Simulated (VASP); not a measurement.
# Ag in VASP: single point with PBEsol

Aim: the single point of Ag with PBEsol.

All numbers are computed with VASP 6.6.1; they aren't measurements. Logs are shortened: lines on timing, memory, paths and dates and some standing lists are left out, and cuts for length are marked.

### Step 1. The cell of the first run

The cell holds a slab with vacuum, 5 atoms: a = 2.867 Å, b = 2.867 Å, c = 24.109 Å, α = 90.00°, β = 90.00°, γ = 90.00°.

### Step 2. Single point, PBEsol

POSCAR

```
Ag
1.0
    2.8669078754      0.0000000000      0.0000000000
    0.0000000000      2.8669078754      0.0000000000
    0.0000000000      0.0000000000     24.1088000000
Ag
5
Direct
    0.0000000000      0.0000000000      0.3318282123
    0.5000000000      0.5000000000      0.4159141059
    0.0000000000      0.0000000000      0.5000000000
    0.5000000000      0.5000000000      0.5840858941
    0.0000000000      0.0000000000      0.6681717877
```

INCAR.step1

```
PREC = Accurate ; ENCUT = 520
EDIFF = 1E-7 ; ISMEAR = -1
SIGMA = 0.08 ; LREAL = F
LASPH = T ; NELM = 80
ALGO = Normal ; ISIF = 2
LWAVE = F ; LCHARG = T
LMAXMIX = 4 ; LDIPOL = T
IDIPOL = 3 ; DIPOL = 0.5 0.5 0.500
GGA = PS ; NBANDS = 36
```

KPOINTS.step1

```
regular mesh
0
Gamma
  13 13 1
```

INCAR.step2

```
PREC = Accurate ; ENCUT = 520
EDIFF = 1E-7 ; ISMEAR = -5
SIGMA = 0.08 ; LREAL = F
LASPH = T ; NELM = 80
ALGO = Normal ; ISIF = 2
LWAVE = F ; LCHARG = F
LMAXMIX = 4 ; LDIPOL = T
IDIPOL = 3 ; DIPOL = 0.5 0.5 0.500
GGA = PS ; LORBIT = 10
NEDOS = 2001 ; ICHARG = 11
```

KPOINTS.step2

```
regular mesh
0
Gamma
  20 20 1
```

Potentials or basis: VASP PAW PBE potentials, release 64 (Ag).

Command:

```sh
> cat potpaw_PBE.64/Ag/POTCAR > POTCAR
> cp INCAR.step1 INCAR
> cp KPOINTS.step1 KPOINTS
> mpirun -np 1 vasp_std > vasp.out
> cp INCAR.step2 INCAR
> cp KPOINTS.step2 KPOINTS
> mpirun -np 1 vasp_std > vasp.out
```

OUTCAR:

```text
PREC = Accurate
   ENCUT = 520
   EDIFF = 1E-7
   ISMEAR = -5
   LREAL = F
   LASPH = T
   NELM = 80
   ISIF = 2
   GGA = PS
   LORBIT = 10
   ICHARG = 11

 ion  position               nearest neighbor table
   1  0.000  0.000  0.332-   2 2.87   2 2.87   2 2.87   2 2.87
   2  0.500  0.500  0.416-   1 2.87   1 2.87   1 2.87   1 2.87   3 2.87   3 2.87   3 2.87   3 2.87

   3  0.000  0.000  0.500-   2 2.87   4 2.87   2 2.87   4 2.87   2 2.87   4 2.87   2 2.87   4 2.87

   4  0.500  0.500  0.584-   5 2.87   5 2.87   5 2.87   5 2.87   3 2.87   3 2.87   3 2.87   3 2.87

   5  0.000  0.000  0.668-   4 2.87   4 2.87   4 2.87   4 2.87

  LATTYP: Found a simple tetragonal cell.
 ALAT       =     2.8669078754
 C/A-ratio  =     8.4093389281

  Lattice vectors:

 A1 = (   2.8669078754,   0.0000000000,   0.0000000000)
 A2 = (   0.0000000000,   2.8669078754,   0.0000000000)
 A3 = (   0.0000000000,   0.0000000000,  24.1088000000)

Analysis of symmetry for initial positions (statically):
=====================================================================
 Subroutine PRICEL returns:
 Original cell was already a primitive cell.

 Routine SETGRP: Setting up the symmetry group for a
 simple tetragonal supercell.

 Subroutine GETGRP returns: Found 16 space group operations
 (whereof 16 operations were pure point group operations)
 out of a pool of 16 trial point group operations.

The static configuration has the point symmetry D_4h.

Analysis of symmetry for dynamics (positions and initial velocities):
=====================================================================
 Subroutine PRICEL returns:
 Original cell was already a primitive cell.

 Routine SETGRP: Setting up the symmetry group for a
 simple tetragonal supercell.

 Subroutine GETGRP returns: Found 16 space group operations
 (whereof 16 operations were pure point group operations)
 out of a pool of 16 trial point group operations.

The dynamic configuration has the point symmetry D_4h.

 Subroutine INISYM returns: Found 16 space group operations
 (whereof 16 operations are pure point group operations),
 and found     1 'primitive' translations

----------------------------------------------------------------------------------------

                                     Primitive cell

  volume of cell :     198.1541

  direct lattice vectors                    reciprocal lattice vectors
     2.866907875  0.000000000  0.000000000     0.348807860  0.000000000  0.000000000
     0.000000000  2.866907875  0.000000000     0.000000000  0.348807860  0.000000000
     0.000000000  0.000000000 24.108800000     0.000000000  0.000000000  0.041478630

  length of vectors
     2.866907875  2.866907875 24.108800000     0.348807860  0.348807860  0.041478630

  position of ions in fractional coordinates (direct lattice)
     0.000000000  0.000000000  0.331828212
     0.500000000  0.500000000  0.415914106
     0.000000000  0.000000000  0.500000000
     0.500000000  0.500000000  0.584085894
     0.000000000  0.000000000  0.668171788

  ion indices of the primitive-cell ions
   primitive index   ion index
                 1           1
                 2           2
                 3           3
                 4           4
                 5           5

----------------------------------------------------------------------------------------

 KPOINTS: regular mesh

Automatic generation of k-mesh.
 Grid dimensions read from file:
 generate k-points for:   20   20    1

 Generating k-lattice:

  Cartesian coordinates                     Fractional coordinates (reciprocal lattice)
     0.017440393  0.000000000  0.000000000     0.050000000  0.000000000  0.000000000
     0.000000000  0.017440393  0.000000000     0.000000000  0.050000000  0.000000000
     0.000000000  0.000000000  0.041478630     0.000000000  0.000000000  1.000000000

  Length of vectors
     0.017440393  0.017440393  0.041478630

  Shift w.r.t. Gamma in fractional coordinates (k-lattice)
     0.000000000  0.000000000  0.000000000

 TETIRR: Found    610 inequivalent tetrahedra from     2400

 Subroutine IBZKPT returns following result:
 ===========================================

 Found     66 irreducible k-points:

 Following reciprocal coordinates:
            Coordinates               Weight
  0.000000  0.000000  0.000000      1.000000
  0.050000  0.000000  0.000000      4.000000
  0.100000  0.000000  0.000000      4.000000
  0.150000  0.000000  0.000000      4.000000
  0.200000  0.000000  0.000000      4.000000
  0.250000  0.000000  0.000000      4.000000
[... 16 lines left out ...]
  0.150000  0.100000  0.000000      8.000000
  0.200000  0.100000  0.000000      8.000000
 [... further k-points ...]
   k-points           NKPTS =     66   k-points in BZ     NKDIM =     66   number of bands    NBANDS=     33
   number of dos      NEDOS =   2001   number of ions     NIONS =      5
   total plane-waves  NPLWV = 103680
   dimension x,y,z NGX =    24 NGY =   24 NGZ =  180
   dimension x,y,z NGXF=    48 NGYF=   48 NGZF=  360
   ions per type =               5
   NGX,Y,Z   is equivalent  to a cutoff of  13.92, 13.92, 12.41 a.u.
   NGXF,Y,Z  is equivalent  to a cutoff of  27.83, 27.83, 24.82 a.u.
 SYSTEM =  unknown system
   PREC   = accura    normal or accurate (medium, high low for compatibility)
   ISTART =      0    job   : 0-new  1-cont  2-samecut
   ICHARG =     11    charge: 1-file 2-atom 10-const
   ISPIN  =      1    spin polarized calculation?
   LNONCOLLINEAR =      F non collinear calculations
   LSORBIT =      F    spin-orbit coupling
   LASPH  =      T    aspherical Exc in radial PAW
   ENCUT  =  520.0 eV  38.22 Ry    6.18 a.u.   5.33  5.33 44.83*2*pi/ulx,y,z
   NELM   =     80;   NELMIN=  2; NELMDL=  0     # of ELM steps
   EDIFF  = 0.1E-06   stopping-criterion for ELM
   LREAL  =      F    real-space projection
   EDIFFG = 0.1E-05   stopping-criterion for IOM
   NSW    =      0    number of steps for IOM
   IBRION =     -1    ionic relax: 0-MD 1-quasi-New 2-CG
   NFREE  =      0    steps in history (QN), initial steepest desc. (CG)
   ISIF   =      2    stress and relaxation
   ISYM   =      2    0-nonsym 1-usesym 2-fastsym
   POTIM  = 0.5000    time-step for ionic-motion
   TEBEG  =    0.0;   TEEND  =   0.0 temperature during run
   PSTRESS=    0.0 pullay stress
   NELECT =      55.0000    total number of electrons
   NUPDOWN=      -1.0000    fix difference up-down
   EMIN   =  10.00;   EMAX   =-10.00  energy-range for DOS
   EFERMI =   0.00;   METHOD = LEGACY
   ISMEAR =    -5;   SIGMA  =   0.08  broadening in eV -4-tet -1-fermi 0-gaus
   EFERMI_NEDOS =   21; number of points for ismear=-14 and -15
   IALGO  =     38    algorithm
   IMIX   =      4    mixing-type and parameters
     AMIX     =   0.40;   BMIX     =  1.00
     AMIX_MAG =   1.60;   BMIX_MAG =  1.00
  volume/ion in A,a.u.               =      39.63       267.44
  Fermi-wavevector in a.u.,A,eV,Ry     =   1.067894  2.018027 15.516043  1.140397
  Thomas-Fermi vector in A             =   2.203525
   LORBIT       =     10    0 simple, 1 ext, 2 COOP (PROOUT), +10 PAW based schemes
   GGA     = PS    functional components
   LHFCALC =     F    Hartree Fock is set to
   AEXX    =    0.0000 exact exchange contribution
   IVDW    =     0    specifies the selected vdW correction
   LEPSILON=     F    determine dielectric tensor
   LRPA    =     F    only Hartree local field effects (RPA)
 non-spin polarized calculation
 Fermi weights with tetrahedron method with Bloechl corrections
  energy-cutoff  :      520.00
  volume of cell :      198.15
 maximum number of plane-waves:      5390
 NGX is ok and might be reduce to    24

 number of electron      54.9999985 magnetization

 dipolmoment           0.000000      0.000000     -0.000000 electrons x Angstroem

 Free energy of the ion-electron system (eV)
  ---------------------------------------------------
  ext. energy  EPLUGINS =         0.00000000
  ---------------------------------------------------
  free energy    TOTEN  =       -15.41483257 eV

  energy without entropy =      -15.41483257  energy(sigma->0) =      -15.41483257

 E-fermi :   1.0869     XC(G=0):  -5.9934

 val. band max:        1.0620543224   @ k =   0.5000   0.1500   0.0000
 cond. band min:       1.0901570962   @ k =   0.5000   0.1000   0.0000
 fundamental gap:      0.0281027738
 Fermi energy:         1.0868750113

 k-point     1 :       0.0000    0.0000    0.0000
  band No.  band energies     occupation
      1      -6.5542      2.00000
      2      -5.6198      2.00000
      3      -5.3426      2.00000
      4      -5.2166      2.00000
      5      -4.8645      2.00000
      6      -4.8337      2.00000
[... 25 lines left out ...]
     32       5.2617      0.00000
     33       5.6598      0.00000

 k-point     2 :       0.0500    0.0000    0.0000
  band No.  band energies     occupation
      1      -6.5029      2.00000
      2      -5.5766      2.00000
      3      -5.3135      2.00000
      4      -5.1908      2.00000
      5      -4.8479      2.00000
      6      -4.7972      2.00000
[... 25 lines left out ...]
     32       5.3069      0.00000
     33       5.7091      0.00000

 k-point     3 :       0.1000    0.0000    0.0000
  band No.  band energies     occupation
      1      -6.3531      2.00000
      2      -5.4593      2.00000
      3      -5.2442      2.00000
      4      -5.1000      2.00000
      5      -4.8089      2.00000
      6      -4.6816      2.00000
[... 25 lines left out ...]
     32       5.4422      0.00000
     33       5.8574      0.00000

 k-point     4 :       0.1500    0.0000    0.0000
  band No.  band energies     occupation
      1      -6.1176      2.00000
      2      -5.3096      2.00000
      3      -5.1626      2.00000
      4      -4.9312      2.00000
      5      -4.7442      2.00000
      6      -4.5628      2.00000
[... 25 lines left out ...]
     32       5.6673      0.00000
     33       6.1051      0.00000

 k-point     5 :       0.2000    0.0000    0.0000
  band No.  band energies     occupation
      1      -5.8224      2.00000
      2      -5.1934      2.00000
      3      -5.0748      2.00000
      4      -4.7088      2.00000
      5      -4.6618      2.00000
      6      -4.5836      2.00000
[... 604 lines left out ...]
 k-point    22 :       0.1000    0.1000    0.0000
  band No.  band energies     occupation
      1      -6.1539      2.00000
      2      -5.2851      2.00000
      3      -5.1114      2.00000
      4      -5.0208      2.00000
      5      -4.7024      2.00000
      6      -4.5889      2.00000
[... 25 lines left out ...]
     32       5.6223      0.00000
     33       6.0556      0.00000

 k-point    23 :       0.1500    0.1000    0.0000
  band No.  band energies     occupation
      1      -5.9218      2.00000
      2      -5.1194      2.00000
      3      -5.0127      2.00000
      4      -4.8735      2.00000
      5      -4.6179      2.00000
      6      -4.4417      2.00000
[... 25 lines left out ...]
     32       5.8467      0.00000
     33       6.3036      0.00000

 k-point    24 :       0.2000    0.1000    0.0000
  band No.  band energies     occupation
      1      -5.6339      2.00000
      2      -4.9984      2.00000
      3      -4.9214      2.00000
      4      -4.6626      2.00000
      5      -4.5194      2.00000
      6      -4.4251      2.00000
[... 25 lines left out ...]
     32       6.1597      0.00000
     33       6.6507      0.00000

 [... further k-points ...]

------------------------ aborting loop because EDIFF is reached ----------------------------------------

 vacuum level on the upper side and lower side of the slab       (xc-potential included)        -0.063        -0.063

  FORCE on cell =-STRESS in cart. coord.  units (eV):
  Direction    XX          YY          ZZ          XY          YZ          ZX
  --------------------------------------------------------------------------------------
  -------------------------------------------------------------------------------------
  Total       -1.5697933     -1.5697933     -0.4596892      0.0000000     -0.0000000      0.0000000
  in kB      -12.6925821    -12.6925821     -3.7168226      0.0000000     -0.0000000      0.0000000
  external PRESSURE =      -9.7006623 kB  Pullay stress =       0.0000000 kB

 VOLUME and BASIS-vectors are now :
 -----------------------------------------------------------------------------
  energy-cutoff  :      520.00
  volume of cell :      198.15
      direct lattice vectors                 reciprocal lattice vectors
     2.866907875  0.000000000  0.000000000     0.348807860  0.000000000  0.000000000
     0.000000000  2.866907875  0.000000000     0.000000000  0.348807860  0.000000000
     0.000000000  0.000000000 24.108800000     0.000000000  0.000000000  0.041478630

 POSITION                                       TOTAL-FORCE (eV/Angst)
 -----------------------------------------------------------------------------------
      0.00000      0.00000      7.99998        -0.000000      0.000000      0.160983
      1.43345      1.43345     10.02719        -0.000000     -0.000000     -0.149767
      0.00000      0.00000     12.05440        -0.000000      0.000000     -0.000000
      1.43345      1.43345     14.08161         0.000000     -0.000000      0.149767
      0.00000      0.00000     16.10882        -0.000000      0.000000     -0.160983
 -----------------------------------------------------------------------------------
    total drift:                                0.000000      0.000000     -0.000000

  FREE ENERGIE OF THE ION-ELECTRON SYSTEM (eV)
  ---------------------------------------------------
  free  energy   TOTEN  =       -15.4148325705 eV

  energy  without entropy=      -15.4148325705  energy(sigma->0) =      -15.41483257

 vacuum level on the upper side and lower side of the slab         5.385         5.385

 total charge

# of ion       s       p       d       tot
------------------------------------------
    1        0.423   0.206   9.182   9.812
    2        0.418   0.314   9.150   9.882
    3        0.423   0.324   9.149   9.895
    4        0.418   0.314   9.150   9.882
    5        0.423   0.206   9.182   9.812
--------------------------------------------------
tot          2.103   1.365  45.814  49.283
```

Wall time 5.7 min (1 thread of AMD EPYC 9R45 (Zen 5), shared host); peak memory 0.46 GiB.

Results:

- Valence electrons inside the program's atomic spheres: Ag 9.81, 9.88, 9.89 (each value once)

Caveat: the PAW data sets were made with another functional, which shifts forces and pressure a little; tetrahedron occupations give inexact forces and stress in metals.
